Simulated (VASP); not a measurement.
A run of VASP 6.6.1:

Contents of INCAR:

```
PREC = Accurate ; ENCUT = 500
EDIFF = 1E-6 ; ISMEAR = -1
SIGMA = 0.1 ; LREAL = False
LASPH = True ; NELM = 120
ALGO = Normal ; ISIF = 2
LWAVE = False ; LCHARG = False
NBANDS = 13 ; GGA_COMPAT = False
```

File KPOINTS:

```
regular mesh
0
Gamma
  10 10 10
```

POSCAR

```
Mo
1.0
   -1.5550464941      1.5550464941      1.5550464941
    1.5550464941     -1.5550464941      1.5550464941
    1.5550464941      1.5550464941     -1.5550464941
Mo
1
Direct
    0.0000000000      0.0000000000      0.0000000000
```

Potentials or basis: VASP PAW LDA potentials, release 64 (Mo_sv).

Launch:

```sh
$ cat potpaw_LDA.64/Mo_sv/POTCAR > POTCAR
$ mpirun -np 1 vasp_std > vasp.out
```

Hardware: 1 thread of Intel(R) Xeon(R) 6975P-C (Granite Rapids) (shared host).

Question: How long does it take, and how much memory?

Answer: Run time: 3.8 s on 1 thread of Intel(R) Xeon(R) 6975P-C (Granite Rapids) (shared host), peak memory 0.12 GiB. Counts: scf iterations 11, k points 47.
